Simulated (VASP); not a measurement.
# BeSe4 (P4/mmm) in VASP: further runs

BeSe4 is run at these levels: PBE; tasks: single point, relaxation of cell and atoms.

Everything below comes from runs of VASP 6.6.1. Logs are shortened: lines on timing, memory, paths and dates and some standing lists are left out, and cuts for length are marked.

### Step 1. The cell of the first run

The structure is tetragonal, space group P4/mmm (No. 123). Conventional cell: a = 5.367 Å, b = 5.367 Å, c = 4.018 Å, α = 90.00°, β = 90.00°, γ = 90.00°. Within 2.7 Å of Be (site symmetry 4/mmm) lie 2 Se at 2.01 Å. Within 4.4 Å of Se (site symmetry 4/mmm) lie 18 Se at 3.35 to 4.29 Å and 4 Be at 3.80 Å. Within 3.5 Å of Se (site symmetry mmm) lie 6 Se at 2.68 to 3.35 Å and 4 Be at 3.35 Å. Within 2.7 Å of Se (site symmetry 4/mmm) lie 2 Be at 2.01 Å and 4 Se at 2.68 Å.

### Step 2. Single point, PBE

Contents of INCAR:

```
SYSTEM = BeSe4
PREC = Accurate
ENCUT = 520
EDIFF = 1E-6
ISMEAR = 0
SIGMA = 0.1
LREAL = .False.
LASPH = .True.
NELM = 80
ALGO = Normal
ISIF = 2
LWAVE = .False.
LCHARG = .False.
GGA = PE
NBANDS = 21
```

Contents of KPOINTS:

```
Automatic mesh
0
Gamma
  8 8 10
  0 0 0
```

Contents of POSCAR:

```
BeSe4
1.0
    5.3673319450      0.0000000000      0.0000000000
    0.0000000000      5.3673319450      0.0000000000
    0.0000000000      0.0000000000      4.0182137040
Be Se
1 4
Direct
    0.5000000000      0.5000000000      0.5000000000
    0.0000000000      0.0000000000      0.5000000000
    0.0000000000      0.5000000000      0.0000000000
    0.5000000000      0.0000000000      0.0000000000
    0.5000000000      0.5000000000      0.0000000000
```

Potentials or basis: VASP PAW PBE potentials, release 64 (Be, Se).

On the command line:

```
cat potpaw_PBE.64/Be/POTCAR potpaw_PBE.64/Se/POTCAR > POTCAR
mpirun -np 1 vasp_std > vasp.out
```

OUTCAR:

```text
SYSTEM = BeSe4
   PREC = Accurate
   ENCUT = 520
   EDIFF = 1E-6
   ISMEAR = 0
   LREAL = .False.
   LASPH = .True.
   NELM = 80
   ISIF = 2
   GGA = PE

 ion  position               nearest neighbor table
   1  0.500  0.500  0.500-   5 2.01   5 2.01
   2  0.000  0.000  0.500-
   3  0.000  0.500  0.000-   5 2.68   5 2.68
   4  0.500  0.000  0.000-   5 2.68   5 2.68
   5  0.500  0.500  0.000-   1 2.01   1 2.01   4 2.68   3 2.68   4 2.68   3 2.68

  LATTYP: Found a simple tetragonal cell.
 ALAT       =     5.3673319450
 C/A-ratio  =     0.7486426674

  Lattice vectors:

 A1 = (   5.3673319450,   0.0000000000,   0.0000000000)
 A2 = (   0.0000000000,   5.3673319450,   0.0000000000)
 A3 = (   0.0000000000,   0.0000000000,   4.0182137040)

Analysis of symmetry for initial positions (statically):
=====================================================================
 Subroutine PRICEL returns:
 Original cell was already a primitive cell.

 Routine SETGRP: Setting up the symmetry group for a
 simple tetragonal supercell.

 Subroutine GETGRP returns: Found 16 space group operations
 (whereof 16 operations were pure point group operations)
 out of a pool of 16 trial point group operations.

The static configuration has the point symmetry D_4h.

Analysis of symmetry for dynamics (positions and initial velocities):
=====================================================================
 Subroutine PRICEL returns:
 Original cell was already a primitive cell.

 Routine SETGRP: Setting up the symmetry group for a
 simple tetragonal supercell.

 Subroutine GETGRP returns: Found 16 space group operations
 (whereof 16 operations were pure point group operations)
 out of a pool of 16 trial point group operations.

The dynamic configuration has the point symmetry D_4h.

 Subroutine INISYM returns: Found 16 space group operations
 (whereof 16 operations are pure point group operations),
 and found     1 'primitive' translations

----------------------------------------------------------------------------------------

                                     Primitive cell

  volume of cell :     115.7577

  direct lattice vectors                    reciprocal lattice vectors
     5.367331945  0.000000000  0.000000000     0.186312308  0.000000000  0.000000000
     0.000000000  5.367331945  0.000000000     0.000000000  0.186312308  0.000000000
     0.000000000  0.000000000  4.018213704     0.000000000  0.000000000  0.248866803

  length of vectors
     5.367331945  5.367331945  4.018213704     0.186312308  0.186312308  0.248866803

  position of ions in fractional coordinates (direct lattice)
     0.500000000  0.500000000  0.500000000
     0.000000000  0.000000000  0.500000000
     0.000000000  0.500000000  0.000000000
     0.500000000  0.000000000  0.000000000
     0.500000000  0.500000000  0.000000000

  ion indices of the primitive-cell ions
   primitive index   ion index
                 1           1
                 2           2
                 3           3
                 4           4
                 5           5

----------------------------------------------------------------------------------------

 KPOINTS: Automatic mesh

Automatic generation of k-mesh.
 Grid dimensions read from file:
 generate k-points for:    8    8   10

 Generating k-lattice:

  Cartesian coordinates                     Fractional coordinates (reciprocal lattice)
     0.023289038  0.000000000  0.000000000     0.125000000  0.000000000  0.000000000
     0.000000000  0.023289038  0.000000000     0.000000000  0.125000000  0.000000000
     0.000000000  0.000000000  0.024886680     0.000000000  0.000000000  0.100000000

  Length of vectors
     0.023289038  0.023289038  0.024886680

  Shift w.r.t. Gamma in fractional coordinates (k-lattice)
     0.000000000  0.000000000  0.000000000

 Subroutine IBZKPT returns following result:
 ===========================================

 Found     90 irreducible k-points:

 Following reciprocal coordinates:
            Coordinates               Weight
  0.000000  0.000000  0.000000      1.000000
  0.125000  0.000000  0.000000      4.000000
  0.250000  0.000000  0.000000      4.000000
  0.375000  0.000000  0.000000      4.000000
  0.500000  0.000000  0.000000      2.000000
  0.125000  0.125000  0.000000      4.000000
[... 16 lines left out ...]
  0.375000  0.125000  0.100000     16.000000
  0.500000  0.125000  0.100000      8.000000
 [... further k-points ...]
   k-points           NKPTS =     90   k-points in BZ     NKDIM =     90   number of bands    NBANDS=     21
   number of dos      NEDOS =    301   number of ions     NIONS =      5
   total plane-waves  NPLWV =  48000
   dimension x,y,z NGX =    40 NGY =   40 NGZ =   30
   dimension x,y,z NGXF=    80 NGYF=   80 NGZF=   60
   ions per type =               1   4
   NGX,Y,Z   is equivalent  to a cutoff of  12.39, 12.39, 12.41 a.u.
   NGXF,Y,Z  is equivalent  to a cutoff of  24.78, 24.78, 24.82 a.u.
 SYSTEM =  BeSe4
   PREC   = accura    normal or accurate (medium, high low for compatibility)
   ISTART =      0    job   : 0-new  1-cont  2-samecut
   ICHARG =      2    charge: 1-file 2-atom 10-const
   ISPIN  =      1    spin polarized calculation?
   LNONCOLLINEAR =      F non collinear calculations
   LSORBIT =      F    spin-orbit coupling
   LASPH  =      T    aspherical Exc in radial PAW
   ENCUT  =  520.0 eV  38.22 Ry    6.18 a.u.   9.98  9.98  7.47*2*pi/ulx,y,z
   NELM   =     80;   NELMIN=  2; NELMDL= -5     # of ELM steps
   EDIFF  = 0.1E-05   stopping-criterion for ELM
   LREAL  =      F    real-space projection
   EDIFFG = 0.1E-04   stopping-criterion for IOM
   NSW    =      0    number of steps for IOM
   IBRION =     -1    ionic relax: 0-MD 1-quasi-New 2-CG
   NFREE  =      0    steps in history (QN), initial steepest desc. (CG)
   ISIF   =      2    stress and relaxation
   ISYM   =      2    0-nonsym 1-usesym 2-fastsym
   POTIM  = 0.5000    time-step for ionic-motion
   TEBEG  =    0.0;   TEEND  =   0.0 temperature during run
   PSTRESS=    0.0 pullay stress
   NELECT =      26.0000    total number of electrons
   NUPDOWN=      -1.0000    fix difference up-down
   EMIN   =  10.00;   EMAX   =-10.00  energy-range for DOS
   EFERMI =   0.00;   METHOD = LEGACY
   ISMEAR =     0;   SIGMA  =   0.10  broadening in eV -4-tet -1-fermi 0-gaus
   EFERMI_NEDOS =   21; number of points for ismear=-14 and -15
   IALGO  =     38    algorithm
   IMIX   =      4    mixing-type and parameters
     AMIX     =   0.40;   BMIX     =  1.00
     AMIX_MAG =   1.60;   BMIX_MAG =  1.00
  volume/ion in A,a.u.               =      23.15       156.23
  Fermi-wavevector in a.u.,A,eV,Ry     =   0.995136  1.880535 13.473803  0.990297
  Thomas-Fermi vector in A             =   2.127136
   LORBIT       =      0    0 simple, 1 ext, 2 COOP (PROOUT), +10 PAW based schemes
   GGA     = PE    functional components
   LHFCALC =     F    Hartree Fock is set to
   AEXX    =    0.0000 exact exchange contribution
   IVDW    =     0    specifies the selected vdW correction
   LEPSILON=     F    determine dielectric tensor
   LRPA    =     F    only Hartree local field effects (RPA)
 non-spin polarized calculation
 Gauss-broadening in eV      SIGMA  =   0.10
  energy-cutoff  :      520.00
  volume of cell :      115.76
 maximum number of plane-waves:      3144
 NGX is ok and might be reduce to    40
   NGX = 19   NGY = 19   NGZ = 15

 number of electron      25.9999996 magnetization

 Free energy of the ion-electron system (eV)
  ---------------------------------------------------
  ext. energy  EPLUGINS =         0.00000000
  ---------------------------------------------------
  free energy    TOTEN  =       -14.25269288 eV

  energy without entropy =      -14.23954133  energy(sigma->0) =      -14.24611711

 E-fermi :   3.3745     XC(G=0):  -9.2617

 val. band max:        3.3646152543   @ k =   0.3750   0.2500   0.0000
 cond. band min:       3.3880006363   @ k =   0.5000   0.2500   0.2000
 fundamental gap:      0.0233853820
 Fermi energy:         3.3745425731

 k-point     1 :       0.0000    0.0000    0.0000
  band No.  band energies     occupation
      1     -12.5079      2.00000
      2      -9.2809      2.00000
      3      -8.8877      2.00000
      4      -7.4372      2.00000
      5      -3.3546      2.00000
      6      -3.3546      2.00000
[... 13 lines left out ...]
     20       8.3960      0.00000
     21       9.3161      0.00000

 k-point     2 :       0.1250    0.0000    0.0000
  band No.  band energies     occupation
      1     -12.4688      2.00000
      2      -9.3275      2.00000
      3      -8.9247      2.00000
      4      -7.5499      2.00000
      5      -3.3280      2.00000
      6      -3.0712      2.00000
[... 13 lines left out ...]
     20       8.3710      0.00000
     21       9.4953      0.00000

 k-point     3 :       0.2500    0.0000    0.0000
  band No.  band energies     occupation
      1     -12.3654      2.00000
      2      -9.5477      2.00000
      3      -8.8781      2.00000
      4      -7.8131      2.00000
      5      -3.2602      2.00000
      6      -3.0406      2.00000
[... 13 lines left out ...]
     20       8.7271      0.00000
     21       9.9016      0.00000
[... 457 lines left out ...]
 k-point    23 :       0.3750    0.1250    0.1000
  band No.  band energies     occupation
      1     -12.1931      2.00000
      2      -9.7453      2.00000
      3      -8.8109      2.00000
      4      -8.2484      2.00000
      5      -3.1169      2.00000
      6      -2.8027      2.00000
[... 13 lines left out ...]
     20       9.8798      0.00000
     21      10.7475      0.00000

 k-point    24 :       0.5000    0.1250    0.1000
  band No.  band energies     occupation
      1     -12.1369      2.00000
      2      -9.8666      2.00000
      3      -8.6076      2.00000
      4      -8.4934      2.00000
      5      -3.1034      2.00000
      6      -2.7698      2.00000
[... 13 lines left out ...]
     20      10.6577      0.00000
     21      11.0276      0.00000

 [... further k-points ...]
[... 5 lines left out ...]
  --------------------------------------------------------------------------------------
  -------------------------------------------------------------------------------------
  Total        0.0336994      0.0336994      0.0838536      0.0000000      0.0000000      0.0000000
  in kB        0.4664261      0.4664261      1.1605989      0.0000000      0.0000000      0.0000000
  external PRESSURE =       0.6978170 kB  Pullay stress =       0.0000000 kB

 VOLUME and BASIS-vectors are now :
 -----------------------------------------------------------------------------
  energy-cutoff  :      520.00
  volume of cell :      115.76
      direct lattice vectors                 reciprocal lattice vectors
     5.367331945  0.000000000  0.000000000     0.186312308  0.000000000  0.000000000
     0.000000000  5.367331945  0.000000000     0.000000000  0.186312308  0.000000000
     0.000000000  0.000000000  4.018213704     0.000000000  0.000000000  0.248866803

 POSITION                                       TOTAL-FORCE (eV/Angst)
 -----------------------------------------------------------------------------------
      2.68367      2.68367      2.00911         0.000000      0.000000      0.000000
      0.00000      0.00000      2.00911         0.000000      0.000000      0.000000
      0.00000      2.68367      0.00000         0.000000      0.000000      0.000000
      2.68367      0.00000      0.00000         0.000000      0.000000      0.000000
      2.68367      2.68367      0.00000         0.000000      0.000000      0.000000
 -----------------------------------------------------------------------------------
    total drift:                                0.000000      0.000000     -0.000000

  FREE ENERGIE OF THE ION-ELECTRON SYSTEM (eV)
  ---------------------------------------------------
  free  energy   TOTEN  =       -14.2526928821 eV

  energy  without entropy=      -14.2395413286  energy(sigma->0) =      -14.24611711
```

Run time: 76 s. Hardware: 1 thread of Intel Xeon Platinum 8488C (Sapphire Rapids), shared host; peak memory 0.32 GiB.

Results:

| Item | Value |
| --- | --- |
| Free energy | -14.2527 eV |
| Pressure | 0.1 GPa |
| Band gap on the k mesh | zero (band 13 reaches 4.30 eV, above the bottom of band 14 at 2.09 eV) |

### Step 3. Single point, PBE

Contents of INCAR:

```
ALGO = Normal
EDIFF = 1E-6
ENCUT = 520
GGA = PE
ISIF = 2
ISMEAR = 0
LASPH = True
LCHARG = False
LREAL = False
LWAVE = False
NBANDS = 21
NELM = 100
PREC = Accurate
SIGMA = 0.1
```

Contents of KPOINTS:

```
k-points
0
Gamma
  8 8 10
```

POSCAR is that of step 2.

Potentials or basis: VASP PAW PBE potentials, release 64 (Be, Se).

On the command line:

```
cat potpaw_PBE.64/Be/POTCAR potpaw_PBE.64/Se/POTCAR > POTCAR
mpirun -np 1 vasp_std > vasp.out
```

Wall time 1.9 min (1 thread of Intel Xeon Platinum 8488C (Sapphire Rapids), shared host); peak memory 0.33 GiB.

Results (log left out):

| Property | Result |
| --- | --- |
| Free energy | -14.2527 eV |
| Pressure | 0.1 GPa |
| Band gap on the k mesh | zero (band 13 reaches 4.30 eV, above the bottom of band 14 at 2.09 eV) |

Levels at points of the mesh, in eV from the Fermi level:
| k point | band 10 | band 11 | band 12 | band 13 | band 14 | band 15 | band 16 | band 17 |
| --- | --- | --- | --- | --- | --- | --- | --- | --- |
| (0.00, 0.00, 0.00) | -1.82 | -0.55 | 0.28 | 0.93 | 0.98 | 0.98 | 2.90 | 2.90 |
| (0.50, 0.00, 0.00) | -1.84 | -1.13 | -0.99 | -0.64 | 0.26 | 1.01 | 1.14 | 2.86 |
| (0.50, 0.50, 0.00) | -1.58 | -1.58 | -1.44 | -1.09 | -1.09 | -0.85 | -0.46 | 0.61 |
| (0.00, 0.00, 0.50) | -1.96 | -1.96 | -1.56 | -1.29 | -1.29 | 1.15 | 1.15 | 3.73 |
| (0.50, 0.00, 0.50) | -2.40 | -1.88 | -1.67 | -1.54 | 0.43 | 0.65 | 1.01 | 2.80 |
| (0.50, 0.50, 0.50) | -2.41 | -1.67 | -1.35 | -0.19 | 0.44 | 0.44 | 0.96 | 2.91 |

### Step 4. Relaxation of cell and atoms, PBE

This run uses another cell than the first one, of 29.39 Å³/atom, 1.269 times its volume.

Contents of INCAR:

```
  PREC = Accurate
  ENCUT = 600
  EDIFF = 1E-6
  ISMEAR = 0
  SIGMA = 0.1
  LREAL = False
  LASPH = True
  NELM = 60
  ALGO = Normal
  ISIF = 3
  LWAVE = False
  LCHARG = False
  GGA = PE
  IBRION = 2
  NSW = 90
  EDIFFG = -0.04
```

Contents of KPOINTS:

```
regular mesh
0
Gamma
  4 4 4
```

POSCAR, as its differences from that of step 3:

```diff
@@ -2,5 +2,5 @@
 1.0
-    5.3673319450      0.0000000000      0.0000000000
-    0.0000000000      5.3673319450      0.0000000000
-    0.0000000000      0.0000000000      4.0182137040
+    4.9429942700      0.0000000000      0.0000000000
+    0.0000000000      4.9429942700      0.0000000000
+    0.0000000000      0.0000000000      6.0142999200
 Be Se
```

On the command line:

```
cat potpaw_PBE.64/Be/POTCAR potpaw_PBE.64/Se/POTCAR > POTCAR
mpirun -np 1 vasp_std > vasp.out
```

Wall time 3.3 min (1 thread of Intel Xeon 6975P-C (Granite Rapids), shared host); peak memory 0.3 GiB.

It converged, with:

| Item | Value |
| --- | --- |
| Free energy | -14.3992 eV |
| Relaxed volume | 22.74 Å³/atom |
| Relaxed cell | a = 5.215 Å, b = 5.215 Å, c = 4.179 Å, α = 90.00°, β = 90.00°, γ = 90.00° |
| Space group after relaxing (to 0.05 Å) | P4/mmm (No. 123) |
| Energy gained by relaxing | 497.9 meV/atom |
| Ionic steps | 11 |
| Pressure after relaxing | 0.0 GPa |

Stress tensor (GPa, compression positive):
```
 0.17  0.00  0.00
 0.00  0.17  0.00
 0.00  0.00 -0.24
```

The path:
```
step  energy change (eV)  largest force (eV/Å)  pressure (GPa)  volume (Å³)
   1              0.0000                0.0000           -1.97       146.95
   2             -0.4056                0.0000           -2.03       139.21
   3             -1.8810                0.0000            0.26       117.64
   4             11.0703                0.0000           90.94        72.49
   5             -2.0566                0.0000            1.08       114.44
   6             -2.2564                0.0000            7.01       102.57
   7             -2.2957                0.0000            4.44       106.58
   8             -2.4371                0.0000            2.79       108.45
   9             -2.4400                0.0000            2.92       108.27
  10             -2.4865                0.0000            0.75       112.21
  11             -2.4897                0.0000            0.04       113.68
```

Final structure:
```
Be Se
1.0
     5.21532    0.00000    0.00000
     0.00000    5.21532    0.00000
     0.00000    0.00000    4.17945
Be Se
1 4
Direct
  0.50000 0.50000 0.50000
  0.00000 0.00000 0.50000
  0.00000 0.50000 0.00000
  0.50000 0.00000 0.00000
  0.50000 0.50000 0.00000
```

Levels at points of the mesh, in eV from the Fermi level:
```csv
k point,band 9,band 10,band 11,band 12,band 13,band 14,band 15,band 16,band 17
"(0.00, 0.00, 0.00)",-2.93,-2.18,-0.92,-0.44,0.71,0.71,0.86,3.11,3.11
"(0.50, 0.00, 0.00)",-2.40,-2.35,-1.47,-1.10,-0.97,0.05,0.74,0.82,2.65
"(0.50, 0.50, 0.00)",-2.15,-1.73,-1.73,-1.58,-1.58,-1.39,-1.15,-0.40,-0.12
"(0.00, 0.00, 0.50)",-2.08,-2.08,-1.91,-1.45,-1.45,-1.43,1.27,1.27,4.53
"(0.50, 0.00, 0.50)",-3.13,-2.50,-2.15,-1.73,-1.73,0.38,0.69,1.06,2.94
"(0.50, 0.50, 0.50)",-2.50,-2.50,-2.00,-1.39,-0.20,0.53,0.53,0.91,3.06
```

Caveat: the volume moved by over 15 % at a fixed basis, so the end points are rough; the bands computed are all filled at some k points, so no gap is given.

[end of part 1 of 2]
